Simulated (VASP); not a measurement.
# Ru (P2_1/m) in VASP: single point with LDA

Aim: the single point of Ru with LDA.

All numbers are computed with VASP 6.6.1; they aren't measurements. Logs are shortened: lines on timing, memory, paths and dates and some standing lists are left out, and cuts for length are marked.

**1. The cell of the first run**

Symmetry: P2_1/m, No. 11, monoclinic system. The conventional cell has a = 2.674 Å, b = 4.227 Å, c = 2.674 Å, α = 90.00°, β = 120.00°, γ = 90.00°. Ru (site symmetry m) has 12 Ru at 2.56 to 2.69 Å within 3.4 Å.

**2. Single point, LDA (atoms displaced along several vibrational modes)**

INCAR reads:

```
ALGO     = Normal         # electronic algorithm
EDIFF    = 1E-6           # SCF threshold, eV
ENCUT    = 560            # plane-wave cutoff, eV
GGA_COMPAT= F            
ISIF     = 2              # what is computed and relaxed
ISMEAR   = 0              # smearing method
LASPH    = T              # aspherical terms in the spheres
LCHARG   = F              # write CHGCAR
LREAL    = F              # projectors in reciprocal space
LWAVE    = F              # write WAVECAR
NBANDS   = 23             # bands
NELM     = 120            # most SCF steps
PREC     = Accurate       # precision mode
SIGMA    = 0.15           # smearing width, eV
```

KPOINTS reads:

```
k-points
0
Gamma
  21 21 10
```

POSCAR reads:

```
Ru
1.0
    2.6740588025      0.0000000000      0.0000000000
   -1.3370294013      2.3158028542      0.0000000000
    0.0000000000      0.0000000000      4.2267610266
Ru
2
Direct
    0.3259521410      0.6868324592      0.2500000000
    0.6740478590      0.3131675408      0.7500000000
```

Potentials or basis: VASP PAW LDA potentials, release 64 (Ru_sv).

On the command line:

```console
> cat potpaw_LDA.64/Ru_sv/POTCAR > POTCAR
> mpirun -np 1 vasp_std > vasp.out
```

OUTCAR:

```text
EDIFF = 1E-6
   ENCUT = 560
   ISIF = 2
   ISMEAR = 0
   LASPH = T
   LREAL = F
   NELM = 120
   PREC = Accurate

 ion  position               nearest neighbor table
   1  0.326  0.687  0.250-   2 2.56   2 2.56   2 2.60   2 2.60   2 2.69   2 2.69
   2  0.674  0.313  0.750-   1 2.56   1 2.56   1 2.60   1 2.60   1 2.69   1 2.69

  LATTYP: Found a hexagonal cell.
 ALAT       =     2.6740588025
 C/A-ratio  =     1.5806537323

  Lattice vectors:

 A1 = (   2.6740588025,   0.0000000000,   0.0000000000)
 A2 = (  -1.3370294013,   2.3158028542,   0.0000000000)
 A3 = (   0.0000000000,   0.0000000000,   4.2267610266)

Analysis of symmetry for initial positions (statically):
=====================================================================
 Subroutine PRICEL returns:
 Original cell was already a primitive cell.

 Routine SETGRP: Setting up the symmetry group for a
 hexagonal supercell.

 Subroutine GETGRP returns: Found  4 space group operations
 (whereof  2 operations were pure point group operations)
 out of a pool of 24 trial point group operations.

The static configuration has the point symmetry S_2 .
 The point group associated with its full space group is C_2h.

Analysis of symmetry for dynamics (positions and initial velocities):
=====================================================================
 Subroutine PRICEL returns:
 Original cell was already a primitive cell.

 Routine SETGRP: Setting up the symmetry group for a
 hexagonal supercell.

 Subroutine GETGRP returns: Found  4 space group operations
 (whereof  2 operations were pure point group operations)
 out of a pool of 24 trial point group operations.

The dynamic configuration has the point symmetry S_2 .
 The point group associated with its full space group is C_2h.

 Subroutine INISYM returns: Found  4 space group operations
 (whereof  2 operations are pure point group operations),
 and found     1 'primitive' translations

----------------------------------------------------------------------------------------

                                     Primitive cell

  volume of cell :      26.1746

  direct lattice vectors                    reciprocal lattice vectors
     2.674058802  0.000000000  0.000000000     0.373963355  0.215907843  0.000000000
    -1.337029401  2.315802854  0.000000000     0.000000000  0.431815687  0.000000000
     0.000000000  0.000000000  4.226761027     0.000000000  0.000000000  0.236587778

  length of vectors
     2.674058802  2.674058803  4.226761027     0.431815687  0.431815687  0.236587778

  position of ions in fractional coordinates (direct lattice)
     0.325952141  0.686832459  0.250000000
     0.674047859  0.313167541  0.750000000

  ion indices of the primitive-cell ions
   primitive index   ion index
                 1           1
                 2           2

----------------------------------------------------------------------------------------

 KPOINTS: k-points

Automatic generation of k-mesh.
 Grid dimensions read from file:
 generate k-points for:   21   21   10

 Generating k-lattice:

  Cartesian coordinates                     Fractional coordinates (reciprocal lattice)
     0.017807779  0.010281326  0.000000000     0.047619048 -0.000000000  0.000000000
     0.000000000  0.020562652  0.000000000     0.000000000  0.047619048  0.000000000
     0.000000000  0.000000000  0.023658778     0.000000000  0.000000000  0.100000000

  Length of vectors
     0.020562652  0.020562652  0.023658778

  Shift w.r.t. Gamma in fractional coordinates (k-lattice)
     0.000000000  0.000000000  0.000000000

 Subroutine IBZKPT returns following result:
 ===========================================

 Found   1326 irreducible k-points:

 Following reciprocal coordinates:
            Coordinates               Weight
  0.000000  0.000000  0.000000      1.000000
  0.047619 -0.000000  0.000000      2.000000
  0.000000  0.047619  0.000000      2.000000
 -0.047619  0.047619  0.000000      2.000000
  0.095238 -0.000000  0.000000      2.000000
  0.000000  0.095238  0.000000      2.000000
[... 16 lines left out ...]
  0.380952 -0.000000  0.000000      2.000000
  0.000000  0.380952  0.000000      2.000000
 [... further k-points ...]
   k-points           NKPTS =   1326   k-points in BZ     NKDIM =   1326   number of bands    NBANDS=     23
   number of dos      NEDOS =    301   number of ions     NIONS =      2
   total plane-waves  NPLWV =  20736
   dimension x,y,z NGX =    24 NGY =   24 NGZ =   36
   dimension x,y,z NGXF=    48 NGYF=   48 NGZF=   72
   ions per type =               2
   NGX,Y,Z   is equivalent  to a cutoff of  14.92, 14.92, 14.16 a.u.
   NGXF,Y,Z  is equivalent  to a cutoff of  29.84, 29.84, 28.32 a.u.
 SYSTEM =  unknown system
   PREC   = accura    normal or accurate (medium, high low for compatibility)
   ISTART =      0    job   : 0-new  1-cont  2-samecut
   ICHARG =      2    charge: 1-file 2-atom 10-const
   ISPIN  =      1    spin polarized calculation?
   LNONCOLLINEAR =      F non collinear calculations
   LSORBIT =      F    spin-orbit coupling
   LASPH  =      T    aspherical Exc in radial PAW
   ENCUT  =  560.0 eV  41.16 Ry    6.42 a.u.   5.16  5.16  8.16*2*pi/ulx,y,z
   NELM   =    120;   NELMIN=  2; NELMDL= -5     # of ELM steps
   EDIFF  = 0.1E-05   stopping-criterion for ELM
   LREAL  =      F    real-space projection
   EDIFFG = 0.1E-04   stopping-criterion for IOM
   NSW    =      0    number of steps for IOM
   IBRION =     -1    ionic relax: 0-MD 1-quasi-New 2-CG
   NFREE  =      0    steps in history (QN), initial steepest desc. (CG)
   ISIF   =      2    stress and relaxation
   ISYM   =      2    0-nonsym 1-usesym 2-fastsym
   POTIM  = 0.5000    time-step for ionic-motion
   TEBEG  =    0.0;   TEEND  =   0.0 temperature during run
   PSTRESS=    0.0 pullay stress
   NELECT =      32.0000    total number of electrons
   NUPDOWN=      -1.0000    fix difference up-down
   EMIN   =  10.00;   EMAX   =-10.00  energy-range for DOS
   EFERMI =   0.00;   METHOD = LEGACY
   ISMEAR =     0;   SIGMA  =   0.15  broadening in eV -4-tet -1-fermi 0-gaus
   EFERMI_NEDOS =   21; number of points for ismear=-14 and -15
   IALGO  =     38    algorithm
   IMIX   =      4    mixing-type and parameters
     AMIX     =   0.40;   BMIX     =  1.00
     AMIX_MAG =   1.60;   BMIX_MAG =  1.00
  volume/ion in A,a.u.               =      13.09        88.32
  Fermi-wavevector in a.u.,A,eV,Ry     =   1.750511  3.307985 41.692161  3.064287
  Thomas-Fermi vector in A             =   2.821216
   LORBIT       =      0    0 simple, 1 ext, 2 COOP (PROOUT), +10 PAW based schemes
   GGA     = CA    functional components
   LHFCALC =     F    Hartree Fock is set to
   AEXX    =    0.0000 exact exchange contribution
   IVDW    =     0    specifies the selected vdW correction
   LEPSILON=     F    determine dielectric tensor
   LRPA    =     F    only Hartree local field effects (RPA)
 non-spin polarized calculation
 Gauss-broadening in eV      SIGMA  =   0.15
  energy-cutoff  :      560.00
  volume of cell :       26.17
 maximum number of plane-waves:       808
 NGX is ok and might be reduce to    24
   NGX = 11   NGY = 11   NGZ = 17

 number of electron      32.0000001 magnetization

 Free energy of the ion-electron system (eV)
  ---------------------------------------------------
  ext. energy  EPLUGINS =         0.00000000
  ---------------------------------------------------
  free energy    TOTEN  =       -21.33830321 eV

  energy without entropy =      -21.31937598  energy(sigma->0) =      -21.32883960

 E-fermi :  15.7334     XC(G=0): -14.7427

 val. band max:       15.7317874867   @ k =   0.0476   0.2857  -0.1000
 cond. band min:      15.7335939110   @ k =   0.2857   0.2381   0.2000
 fundamental gap:      0.0018064243
 Fermi energy:        15.7334029648

 k-point     1 :       0.0000    0.0000    0.0000
  band No.  band energies     occupation
      1     -57.0926      2.00000
      2     -56.8431      2.00000
      3     -27.8912      2.00000
      4     -26.8565      2.00000
      5     -26.7527      2.00000
      6     -26.6295      2.00000
[... 15 lines left out ...]
     22      30.5553      0.00000
     23      33.1157      0.00000

 k-point     2 :       0.0476   -0.0000    0.0000
  band No.  band energies     occupation
      1     -57.0886      2.00000
      2     -56.8416      2.00000
      3     -27.8820      2.00000
      4     -26.8708      2.00000
      5     -26.7642      2.00000
      6     -26.6403      2.00000
[... 15 lines left out ...]
     22      30.7117      0.00000
     23      33.2267      0.00000

 k-point     3 :       0.0000    0.0476    0.0000
  band No.  band energies     occupation
      1     -57.0885      2.00000
      2     -56.8417      2.00000
      3     -27.8817      2.00000
      4     -26.8734      2.00000
      5     -26.7620      2.00000
      6     -26.6368      2.00000
[... 15 lines left out ...]
     22      30.7046      0.00000
     23      33.2353      0.00000

 k-point     4 :      -0.0476    0.0476    0.0000
  band No.  band energies     occupation
      1     -57.0889      2.00000
      2     -56.8413      2.00000
      3     -27.8833      2.00000
      4     -26.8625      2.00000
      5     -26.7728      2.00000
      6     -26.6481      2.00000
[... 15 lines left out ...]
     22      30.7300      0.00000
     23      33.1966      0.00000

 k-point     5 :       0.0952   -0.0000    0.0000
  band No.  band energies     occupation
      1     -57.0768      2.00000
      2     -56.8373      2.00000
      3     -27.8549      2.00000
      4     -26.9156      2.00000
      5     -26.7939      2.00000
      6     -26.6903      2.00000
[... 434 lines left out ...]
 k-point    22 :      -0.3333    0.3333    0.0000
  band No.  band energies     occupation
      1     -56.9589      2.00000
      2     -56.7891      2.00000
      3     -27.5899      2.00000
      4     -27.4385      2.00000
      5     -27.2233      2.00000
      6     -27.0420      2.00000
[... 15 lines left out ...]
     22      27.7194      0.00000
     23      31.1482      0.00000

 k-point    23 :       0.3810   -0.0000    0.0000
  band No.  band energies     occupation
      1     -56.9158      2.00000
      2     -56.8025      2.00000
      3     -27.5534      2.00000
      4     -27.4316      2.00000
      5     -27.3505      2.00000
      6     -27.0223      2.00000
[... 15 lines left out ...]
     22      26.7572      0.00000
     23      30.2784      0.00000

 k-point    24 :       0.0000    0.3810    0.0000
  band No.  band energies     occupation
      1     -56.9088      2.00000
      2     -56.8093      2.00000
      3     -27.5592      2.00000
      4     -27.3965      2.00000
      5     -27.3616      2.00000
      6     -27.0127      2.00000
[... 15 lines left out ...]
     22      26.9589      0.00000
     23      30.2013      0.00000

 [... further k-points ...]

------------------------ aborting loop because EDIFF is reached ----------------------------------------

  FORCE on cell =-STRESS in cart. coord.  units (eV):
  Direction    XX          YY          ZZ          XY          YZ          ZX
  --------------------------------------------------------------------------------------
  -------------------------------------------------------------------------------------
  Total       -0.1309728      0.4602382      0.3991275      0.3081713      0.0000000      0.0000000
  in kB       -8.0169922     28.1716998     24.4310455     18.8635093      0.0000000      0.0000000
  external PRESSURE =      14.8619177 kB  Pullay stress =       0.0000000 kB

 VOLUME and BASIS-vectors are now :
 -----------------------------------------------------------------------------
  energy-cutoff  :      560.00
  volume of cell :       26.17
      direct lattice vectors                 reciprocal lattice vectors
     2.674058802  0.000000000  0.000000000     0.373963355  0.215907843  0.000000000
    -1.337029401  2.315802854  0.000000000     0.000000000  0.431815687  0.000000000
     0.000000000  0.000000000  4.226761027     0.000000000  0.000000000  0.236587778

 POSITION                                       TOTAL-FORCE (eV/Angst)
 -----------------------------------------------------------------------------------
     -0.04670      1.59057      1.05669         0.752556     -0.719389     -0.000000
      1.38373      0.72523      3.17007        -0.752556      0.719389      0.000000
 -----------------------------------------------------------------------------------
    total drift:                               -0.000000      0.000000      0.000000

  FREE ENERGIE OF THE ION-ELECTRON SYSTEM (eV)
  ---------------------------------------------------
  free  energy   TOTEN  =       -21.3383032101 eV

  energy  without entropy=      -21.3193759833  energy(sigma->0) =      -21.32883960
```

Run time: 7.4 min. Hardware: 1 thread of AMD EPYC 9R14 (Zen 4), shared host; peak memory 0.67 GiB.

Results:

- Free energy: -21.3383 eV
- Pressure: 1.5 GPa
- Largest force: 1.041 eV/Å
- Band gap on the k mesh: zero (bands 16 and 17 overlap by 3.36 eV)

Forces on the atoms (eV/Å):
```
Ru   0.753 -0.719  0.000
Ru  -0.753  0.719  0.000
```

Caveat: the cell differs from its parent crystal (atoms displaced along several vibrational modes); forces of over 1 eV/Å act on the atoms, so gaps and moduli don't describe the material at rest.
